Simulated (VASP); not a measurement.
# MgO (P-4m2) in VASP: a series of runs

MgO is run at these levels: LDA; tasks: single point.

Program: VASP 6.6.1. These are calculated values, not measurements. Logs are shortened: lines on timing, memory, paths and dates and some standing lists are left out, and cuts for length are marked.

### Step 1. The cell of the first run

It takes space group P-4m2 (No. 115, tetragonal). The conventional cell has a = 5.523 Å, b = 5.523 Å, c = 5.523 Å, α = 90.00°, β = 90.00°, γ = 90.00°. Within 2.5 Å of Mg (site symmetry m) lie 4 O at 1.90 to 2.00 Å. Within 2.6 Å of Mg (site symmetry -4m2) lie 4 O at 1.94 Å. Within 2.6 Å of Mg (site symmetry -4m2) lie 4 O at 1.96 Å. Within 2.6 Å of O (site symmetry m) lie 4 Mg at 1.94 to 1.96 Å. O (site symmetry -4m2) has 4 Mg at 1.90 Å within 2.5 Å. O (site symmetry -4m2) has 4 Mg at 2.00 Å within 2.7 Å.

### Step 2. Single point, LDA (mode 14 frozen in at -0.058 Å and mode 24 at -0.029 Å (largest displacements))

File INCAR:

```
  PREC = Accurate
  ENCUT = 520
  EDIFF = 1E-7
  ISMEAR = 0
  SIGMA = 0.05
  LREAL = False
  LASPH = True
  NELM = 100
  ALGO = Normal
  ISIF = 2
  LWAVE = False
  LCHARG = True
  GGA = CA
  LELF = True
  LVHAR = True
  NBANDS = 36
```

File KPOINTS:

```
Automatic mesh
0
Gamma
  4 4 4
```

File POSCAR:

```
MgO
1.0
    5.5230736673      0.0000000000      0.0000000000
    0.0000000000      5.5230736673      0.0000000000
    0.0000000000      0.0000000000      5.5230736673
Mg O
6 6
Direct
    0.2500000000     -0.0130995986      0.5000000000
    0.0000000000      0.5130995986      0.2500000000
    0.5000000000      0.7500000000      0.0000000000
    0.7500000000     -0.0130995986      0.5000000000
    0.0000000000      0.5130995986      0.7500000000
    0.5000000000      0.2500000000      0.0000000000
    0.2500000000      0.5028997062      0.0000000000
    0.5000000000     -0.0028997062      0.2500000000
    0.0000000000      0.7500000000      0.5000000000
    0.7500000000      0.5028997062      0.0000000000
    0.5000000000     -0.0028997062      0.7500000000
    0.0000000000      0.2500000000      0.5000000000
```

Potentials or basis: VASP PAW LDA potentials, release 64 (Mg, O).

Command:

```bash
$ cat potpaw_LDA.64/Mg/POTCAR potpaw_LDA.64/O/POTCAR > POTCAR
$ mpirun -np 1 vasp_std > vasp.out
```

OUTCAR:

```text
PREC = Accurate
   ENCUT = 520
   EDIFF = 1E-7
   ISMEAR = 0
   LREAL = False
   LASPH = True
   NELM = 100
   ISIF = 2
   GGA = CA

 ion  position               nearest neighbor table
   1  0.250  0.987  0.500-   9 1.90   8 1.95  11 1.95  12 2.00   4 2.76   4 2.76   5 3.27   2 3.27
                             3 3.35   3 3.35   6 3.41   6 3.41   2 3.50   5 3.50
   2  0.000  0.513  0.250-   9 1.90   7 1.95  10 1.95  12 2.00   5 2.76   5 2.76   1 3.27   4 3.27
                             3 3.35   3 3.35   6 3.41   6 3.41   1 3.50   4 3.50
   3  0.500  0.750  0.000-   7 1.94   8 1.94  10 1.94  11 1.94   6 2.76   6 2.76   4 3.35   5 3.35
                             1 3.35   1 3.35   4 3.35   2 3.35   2 3.35   5 3.35
   4  0.750  0.987  0.500-   9 1.90   8 1.95  11 1.95  12 2.00   1 2.76   1 2.76   5 3.27   2 3.27
                             3 3.35   3 3.35   6 3.41   6 3.41   2 3.50   5 3.50
   5  0.000  0.513  0.750-   9 1.90   7 1.95  10 1.95  12 2.00   2 2.76   2 2.76   4 3.27   1 3.27
                             3 3.35   3 3.35   6 3.41   6 3.41   1 3.50   4 3.50
   6  0.500  0.250  0.000-   7 1.96   8 1.96  10 1.96  11 1.96   3 2.76   3 2.76   1 3.41   4 3.41
                             5 3.41   1 3.41   4 3.41   2 3.41   2 3.41   5 3.41
   7  0.250  0.503  0.000-   3 1.94   2 1.95   5 1.95   6 1.96
   8  0.500  0.997  0.250-   3 1.94   1 1.95   4 1.95   6 1.96
   9  0.000  0.750  0.500-   1 1.90   2 1.90   4 1.90   5 1.90
  10  0.750  0.503  0.000-   3 1.94   2 1.95   5 1.95   6 1.96
  11  0.500  0.997  0.750-   3 1.94   1 1.95   4 1.95   6 1.96
  12  0.000  0.250  0.500-   1 2.00   2 2.00   4 2.00   5 2.00

  LATTYP: Found a simple cubic cell.
 ALAT       =     5.5230736673

  Lattice vectors:

 A1 = (   5.5230736673,   0.0000000000,   0.0000000000)
 A2 = (   0.0000000000,   5.5230736673,   0.0000000000)
 A3 = (   0.0000000000,   0.0000000000,   5.5230736673)

Analysis of symmetry for initial positions (statically):
=====================================================================
 Subroutine PRICEL returns:
 Original cell was already a primitive cell.

 Routine SETGRP: Setting up the symmetry group for a
 simple cubic supercell.

 Subroutine GETGRP returns: Found  8 space group operations
 (whereof  4 operations were pure point group operations)
 out of a pool of 48 trial point group operations.

The static configuration has the point symmetry C_2v.
 The point group associated with its full space group is D_2d.

Analysis of symmetry for dynamics (positions and initial velocities):
=====================================================================
 Subroutine PRICEL returns:
 Original cell was already a primitive cell.

[... 137 lines left out ...]
   EFERMI_NEDOS =   21; number of points for ismear=-14 and -15
   IALGO  =     38    algorithm
   IMIX   =      4    mixing-type and parameters
     AMIX     =   0.40;   BMIX     =  1.00
     AMIX_MAG =   1.60;   BMIX_MAG =  1.00
  volume/ion in A,a.u.               =      14.04        94.75
  Fermi-wavevector in a.u.,A,eV,Ry     =   1.077228  2.035666 15.788483  1.160421
  Thomas-Fermi vector in A             =   2.213134
   LORBIT       =      0    0 simple, 1 ext, 2 COOP (PROOUT), +10 PAW based schemes
   GGA     = CA    functional components
   LHFCALC =     F    Hartree Fock is set to
   AEXX    =    0.0000 exact exchange contribution
   IVDW    =     0    specifies the selected vdW correction
   LEPSILON=     F    determine dielectric tensor
   LRPA    =     F    only Hartree local field effects (RPA)
 non-spin polarized calculation
 Gauss-broadening in eV      SIGMA  =   0.05
  energy-cutoff  :      520.00
  volume of cell :      168.48
 maximum number of plane-waves:      4632
 NGX is ok and might be reduce to    42
   NGX = 21   NGY = 21   NGZ = 21

 number of electron      47.9999990 magnetization

 Free energy of the ion-electron system (eV)
  ---------------------------------------------------
  ext. energy  EPLUGINS =         0.00000000
  ---------------------------------------------------
  free energy    TOTEN  =       -77.27190392 eV

  energy without entropy =      -77.27190392  energy(sigma->0) =      -77.27190392

 E-fermi :   0.0593     XC(G=0):  -9.1912

 val. band max:       -0.1811090324   @ k =   0.5000   0.0000   0.5000
 cond. band min:       2.6194669480   @ k =   0.0000   0.0000   0.0000
 fundamental gap:      2.8005759804
 Fermi energy:         0.0593267615

 k-point     1 :       0.0000    0.0000    0.0000
  band No.  band energies     occupation
      1     -16.2705      2.00000
      2     -15.8363      2.00000
      3     -15.6647      2.00000
      4     -15.1758      2.00000
      5     -15.1758      2.00000
      6     -14.9184      2.00000
[... 691 lines left out ...]
     35      11.8291      0.00000
     36      11.8298      0.00000

------------------------ aborting loop because EDIFF is reached ----------------------------------------

  FORCE on cell =-STRESS in cart. coord.  units (eV):
  Direction    XX          YY          ZZ          XY          YZ          ZX
  --------------------------------------------------------------------------------------
  -------------------------------------------------------------------------------------
  Total       -0.5154606     -0.6031026     -0.5154606      0.0000000      0.0000000      0.0000000
  in kB       -4.9018902     -5.7353412     -4.9018902      0.0000000      0.0000000      0.0000000
  external PRESSURE =      -5.1797072 kB  Pullay stress =       0.0000000 kB

 VOLUME and BASIS-vectors are now :
 -----------------------------------------------------------------------------
  energy-cutoff  :      520.00
  volume of cell :      168.48
      direct lattice vectors                 reciprocal lattice vectors
     5.523073667  0.000000000  0.000000000     0.181058603  0.000000000  0.000000000
     0.000000000  5.523073667  0.000000000     0.000000000  0.181058603  0.000000000
     0.000000000  0.000000000  5.523073667     0.000000000  0.000000000  0.181058603

 POSITION                                       TOTAL-FORCE (eV/Angst)
 -----------------------------------------------------------------------------------
      1.38077      5.45072      2.76154         0.113725      1.084979      0.000000
      0.00000      2.83389      1.38077         0.000000     -1.084979     -0.113725
      2.76154      4.14231      0.00000         0.000000      0.000000      0.000000
      4.14231      5.45072      2.76154        -0.113725      1.084979      0.000000
      0.00000      2.83389      4.14231         0.000000     -1.084979      0.113725
      2.76154      1.38077      0.00000         0.000000      0.000000      0.000000
      1.38077      2.77755      0.00000        -0.013374      0.078392      0.000000
      2.76154      5.50706      1.38077         0.000000     -0.078392      0.013374
      0.00000      4.14231      2.76154         0.000000      0.000000      0.000000
      4.14231      2.77755      0.00000         0.013374      0.078392      0.000000
      2.76154      5.50706      4.14231         0.000000     -0.078392     -0.013374
      0.00000      1.38077      2.76154         0.000000      0.000000      0.000000
 -----------------------------------------------------------------------------------
    total drift:                                0.000000      0.000000     -0.000000

  FREE ENERGIE OF THE ION-ELECTRON SYSTEM (eV)
  ---------------------------------------------------
  free  energy   TOTEN  =       -77.2719039241 eV

  energy  without entropy=      -77.2719039241  energy(sigma->0) =      -77.27190392
```

Wall time 1.9 min (1 thread of Intel Xeon 6975P-C, shared host); peak memory 0.26 GiB.

Results:

- Free energy: -77.2719 eV
- Pressure: -0.5 GPa
- Largest force: 1.091 eV/Å
- Band gap on the k mesh: 2.80 eV, indirect (least direct gap 2.81 eV)

Forces on the atoms (eV/Å):
```
Mg   0.114  1.085  0.000
Mg   0.000 -1.085 -0.114
Mg   0.000  0.000  0.000
Mg  -0.114  1.085  0.000
Mg   0.000 -1.085  0.114
Mg   0.000  0.000  0.000
O   -0.013  0.078  0.000
O    0.000 -0.078  0.013
O    0.000  0.000  0.000
O    0.013  0.078  0.000
O    0.000 -0.078 -0.013
O    0.000  0.000  0.000
```

Caveat: the cell differs from its parent crystal (mode 14 frozen in at -0.058 Å and mode 24 at -0.029 Å (largest displacements)); forces of over 1 eV/Å act on the atoms, so gaps and moduli don't describe the material at rest.

(Continued in part 2 of 2.)
